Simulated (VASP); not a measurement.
# TiSn (Fm-3m) in VASP: further runs, part 2 of 2

VASP 6.6.1. The steps go on from the part before.

## (4) Single point, PBE

This run uses another cell than the first one, of 22.84 Å³/atom, 1.040 times its volume.

The input, INCAR:

```
PREC = Accurate
ENCUT = 520
EDIFF = 1E-6
ISMEAR = -1
SIGMA = 0.05
LREAL = F
LASPH = T
NELM = 100
ALGO = Normal
ISIF = 2
LWAVE = F
LCHARG = F
GGA = PE
NBANDS = 20
```

The input, KPOINTS:

```
Automatic mesh
0
Gamma
  8 8 8
```

The input, POSCAR:

```
TiSn
1.0
    0.0000000000      2.8374035684      2.8374035684
    2.8374035684      0.0000000000      2.8374035684
    2.8374035684      2.8374035684      0.0000000000
Ti Sn
1 1
Direct
    0.0000000000      0.0000000000      0.0000000000
    0.5000000000      0.5000000000      0.5000000000
```

Potentials or basis: VASP PAW PBE potentials, release 64 (Ti_sv, Sn_d).

Run with:

```sh
> cat potpaw_PBE.64/Ti_sv/POTCAR potpaw_PBE.64/Sn_d/POTCAR > POTCAR
> mpirun -np 1 vasp_std > vasp.out
```

OUTCAR:

```text
PREC = Accurate
   ENCUT = 520
   EDIFF = 1E-6
   ISMEAR = -1
   LREAL = F
   LASPH = T
   NELM = 100
   ISIF = 2
   GGA = PE

 ion  position               nearest neighbor table
   1  0.000  0.000  0.000-   2 2.84   2 2.84   2 2.84   2 2.84   2 2.84   2 2.84
   2  0.500  0.500  0.500-   1 2.84   1 2.84   1 2.84   1 2.84   1 2.84   1 2.84

  LATTYP: Found a face centered cubic cell.
 ALAT       =     5.6748071368

  Lattice vectors:

 A1 = (   0.0000000000,   2.8374035684,   2.8374035684)
 A2 = (   2.8374035684,   0.0000000000,   2.8374035684)
 A3 = (   2.8374035684,   2.8374035684,   0.0000000000)

Analysis of symmetry for initial positions (statically):
=====================================================================
 Subroutine PRICEL returns:
 Original cell was already a primitive cell.

 Routine SETGRP: Setting up the symmetry group for a
 face centered cubic supercell.

 Subroutine GETGRP returns: Found 48 space group operations
 (whereof 48 operations were pure point group operations)
 out of a pool of 48 trial point group operations.

[... 151 lines left out ...]

 number of electron      26.0000001 magnetization

 Free energy of the ion-electron system (eV)
  ---------------------------------------------------
  ext. energy  EPLUGINS =         0.00000000
  ---------------------------------------------------
  free energy    TOTEN  =       -11.79043613 eV

  energy without entropy =      -11.78257054  energy(sigma->0) =      -11.78650333

 E-fermi :   7.7502     XC(G=0): -10.6388

 val. band max:        7.7415698694   @ k =   0.1250   0.1250   0.0000
 cond. band min:       7.8621010082   @ k =   0.0000   0.0000   0.0000
 fundamental gap:      0.1205311388
 Fermi energy:         7.7502248534

 k-point     1 :       0.0000    0.0000    0.0000
  band No.  band energies     occupation
      1     -49.6424      2.00000
      2     -25.8991      2.00000
      3     -25.8991      2.00000
      4     -25.8991      2.00000
      5     -13.0998      2.00000
      6     -13.0998      2.00000
[... 541 lines left out ...]
     19      14.4585      0.00000
     20      15.5784      0.00000

 [... further k-points ...]
[... 5 lines left out ...]
  --------------------------------------------------------------------------------------
  -------------------------------------------------------------------------------------
  Total       -0.8525613     -0.8525613     -0.8525613     -0.0000000     -0.0000000     -0.0000000
  in kB      -29.8980496    -29.8980496    -29.8980496     -0.0000000     -0.0000000     -0.0000000
  external PRESSURE =     -29.8980496 kB  Pullay stress =       0.0000000 kB

 VOLUME and BASIS-vectors are now :
 -----------------------------------------------------------------------------
  energy-cutoff  :      520.00
  volume of cell :       45.69
      direct lattice vectors                 reciprocal lattice vectors
     0.000000000  2.837403568  2.837403568    -0.176217442  0.176217442  0.176217442
     2.837403568  0.000000000  2.837403568     0.176217442 -0.176217442  0.176217442
     2.837403568  2.837403568  0.000000000     0.176217442  0.176217442 -0.176217442

 POSITION                                       TOTAL-FORCE (eV/Angst)
 -----------------------------------------------------------------------------------
      0.00000      0.00000      0.00000         0.000000     -0.000000     -0.000000
      2.83740      2.83740      2.83740        -0.000000      0.000000      0.000000
 -----------------------------------------------------------------------------------
    total drift:                                0.000000      0.000000      0.000000

  FREE ENERGIE OF THE ION-ELECTRON SYSTEM (eV)
  ---------------------------------------------------
  free  energy   TOTEN  =       -11.7904361265 eV

  energy  without entropy=      -11.7825705425  energy(sigma->0) =      -11.78650333
```

OSZICAR:

```text
N       E                     dE             d eps       ncg     rms          rms(c)
DAV:   1     0.233672056135E+03    0.23367E+03   -0.13685E+04  1172   0.186E+03
DAV:   2     0.779279217462E+01   -0.22588E+03   -0.22186E+03  1164   0.447E+02
DAV:   3    -0.130319220611E+02   -0.20825E+02   -0.20538E+02  1460   0.130E+02
DAV:   4    -0.139919755990E+02   -0.96005E+00   -0.95652E+00  1628   0.253E+01
DAV:   5    -0.140135123914E+02   -0.21537E-01   -0.21534E-01  1492   0.334E+00    0.985E+00
DAV:   6    -0.123018472005E+02    0.17117E+01   -0.12596E+01  1248   0.286E+01    0.572E+00
DAV:   7    -0.118232813658E+02    0.47857E+00   -0.38787E+00  1264   0.174E+01    0.241E+00
DAV:   8    -0.118192447559E+02    0.40366E-02   -0.43490E-01  1268   0.606E+00    0.138E+00
DAV:   9    -0.117896278523E+02    0.29617E-01   -0.13006E-01  1292   0.316E+00    0.267E-01
DAV:  10    -0.117905168123E+02   -0.88896E-03   -0.62959E-03  1560   0.833E-01    0.133E-01
DAV:  11    -0.117904985499E+02    0.18262E-04   -0.23166E-04  1480   0.110E-01    0.817E-02
DAV:  12    -0.117904349702E+02    0.63580E-04   -0.16463E-04  1432   0.875E-02    0.538E-03
DAV:  13    -0.117904364921E+02   -0.15219E-05   -0.72877E-06  1032   0.199E-02    0.786E-03
DAV:  14    -0.117904361265E+02    0.36551E-06   -0.14642E-06  1000   0.120E-02
   1 F= -.11790436E+02 E0= -.11786503E+02  d E =-.786558E-02
```

stdout:

```text
POSCAR found type information on POSCAR TiSn
 POSCAR found :  2 types and       2 ions
 scaLAPACK will be used
 LDA part: xc-table for (Slater+PW92), standard interpolation
 POSCAR, INCAR and KPOINTS ok, starting setup
 FFT: planning ... GRIDC
 FFT: planning ... GRID_SOFT
 FFT: planning ... GRID
 WAVECAR not read
 entering main loop
```

Run time: 23 s. Hardware: 1 thread of Intel Xeon Platinum 8488C (Sapphire Rapids), shared host; peak memory 0.18 GiB.

What came out:

```
Free energy            : -11.7904 eV
Pressure               : -3.0 GPa
Band gap on the k mesh : zero (band 13 reaches 7.91 eV, above the bottom of band 14 at 7.60 eV)
```

Caveat: spin-orbit coupling is left out, which moves the levels of the heavy elements.

## (5) Single point, PBE

This run uses another cell than the first one, of 23.28 Å³/atom, 1.060 times its volume.

The input, INCAR:

```
PREC = Accurate
ENCUT = 520
EDIFF = 1E-6
ISMEAR = -1
SIGMA = 0.05
LREAL = False
LASPH = True
NELM = 60
ALGO = Fast
ISIF = 2
LWAVE = False
LCHARG = True
GGA = PE
LELF = True
LVHAR = True
NBANDS = 20
```

KPOINTS is that of step 4.

The input, POSCAR:

```
TiSn
1.0
    0.0000000000      2.8554766898      2.8554766898
    2.8554766898      0.0000000000      2.8554766898
    2.8554766898      2.8554766898      0.0000000000
Ti Sn
1 1
Direct
    0.0000000000      0.0000000000      0.0000000000
    0.5000000000      0.5000000000      0.5000000000
```

Run with:

```sh
> cat potpaw_PBE.64/Ti_sv/POTCAR potpaw_PBE.64/Sn_d/POTCAR > POTCAR
> mpirun -np 1 vasp_std > vasp.out
```

Run time: 74 s. Hardware: 1 thread of Intel Xeon Platinum 8488C (Sapphire Rapids), shared host; peak memory 0.17 GiB.

It converged, with:

```
Free energy            : -11.7706 eV
Pressure               : -4.3 GPa
Band gap on the k mesh : zero (band 13 reaches 7.69 eV, above the bottom of band 14 at 7.40 eV)
```

Levels at points of the mesh, in eV from the Fermi level:
| k point | band 11 | band 12 | band 13 | band 14 | band 15 | band 16 |
| --- | --- | --- | --- | --- | --- | --- |
| (0.00, 0.00, 0.00) | 0.11 | 0.11 | 0.11 | 0.39 | 0.39 | 3.10 |
| (0.50, 0.00, 0.00) | -4.39 | -1.36 | -1.36 | 0.90 | 0.90 | 1.31 |
| (0.50, 0.50, 0.00) | -3.20 | -0.87 | 0.15 | 0.15 | 0.76 | 1.20 |

Caveat: spin-orbit coupling is left out, which moves the levels of the heavy elements.

## (6) Single point, PBE

This run uses another cell than the first one, of 17.56 Å³/atom, 0.799 times its volume.

The input, INCAR:

```
SYSTEM = TiSn
PREC = Accurate
ENCUT = 520
EDIFF = 1E-6
ISMEAR = -1
SIGMA = 0.05
LREAL = .FALSE.
LASPH = .TRUE.
NELM = 100
ALGO = Normal
ISIF = 2
LWAVE = .FALSE.
LCHARG = .TRUE.
GGA = PE
LELF = .TRUE.
LVHAR = .TRUE.
NBANDS = 20
```

The input, KPOINTS:

```
regular mesh
0
G
  8 8 8
  0 0 0
```

The input, POSCAR:

```
TiSn
1.0
    0.0000000000      2.5990522649      2.5990522649
    2.5990522649      0.0000000000      2.5990522649
    2.5990522649      2.5990522649      0.0000000000
Ti Sn
1 1
Direct
    0.0000000000      0.0000000000      0.0000000000
    0.5000000000      0.5000000000      0.5000000000
```

Potentials or basis: VASP PAW PBE potentials, release 64 (Ti_sv, Sn_d).

Run with:

```sh
> cat potpaw_PBE.64/Ti_sv/POTCAR potpaw_PBE.64/Sn_d/POTCAR > POTCAR
> mpirun -np 1 vasp_std > vasp.out
```

Wall time 11 s (1 thread of AMD EPYC 9R45 (Zen 5), shared host); peak memory 0.14 GiB.

The run converged. Its results:

```yaml
Free_energy: -11.1224 eV
Pressure: 30.1 GPa
Band_gap_on_the_k_mesh: zero (band 13 reaches 11.44 eV, above the bottom of band 14 at 10.80 eV)
```

Levels at points of the mesh, in eV from the Fermi level:
```
           k point  band 10  band 11  band 12  band 13  band 14  band 15  band 16  band 17
(0.00, 0.00, 0.00)   -10.92     0.06     0.06     0.06     0.72     0.72     4.44     4.44
(0.50, 0.00, 0.00)    -7.39    -5.52    -1.81    -1.81     1.25     1.25     1.98     6.30
(0.50, 0.50, 0.00)    -7.50    -3.99    -1.44     0.43     0.43     1.28     1.73     1.73
```

Caveat: spin-orbit coupling is left out, which moves the levels of the heavy elements.

## (7) The runs side by side

```tsv
cell	gap on the mesh (eV)	pressure (GPa)
a = 3.961 Å, angles 60.0°, 2 atoms	none	0.0
a = 3.987 Å, angles 60.0°, 2 atoms	none	-1.6
a = 4.013 Å, angles 60.0°, 2 atoms	none	-3.0
a = 4.038 Å, angles 60.0°, 2 atoms	none	-4.3
a = 3.676 Å, angles 60.0°, 2 atoms	none	30.1
```

Alike in all rows: task single point; level PBE; potentials or basis VASP PAW PBE potentials, release 64 (Ti_sv, Sn_d); no spin polarisation; k mesh 8 × 8 × 8; cutoff (eV) 520; smearing fermi-dirac 0.05 eV.

Caveats: spin-orbit coupling is left out, which moves the levels of the heavy elements.

Absolute energies hang on the potentials; compare differences alone.
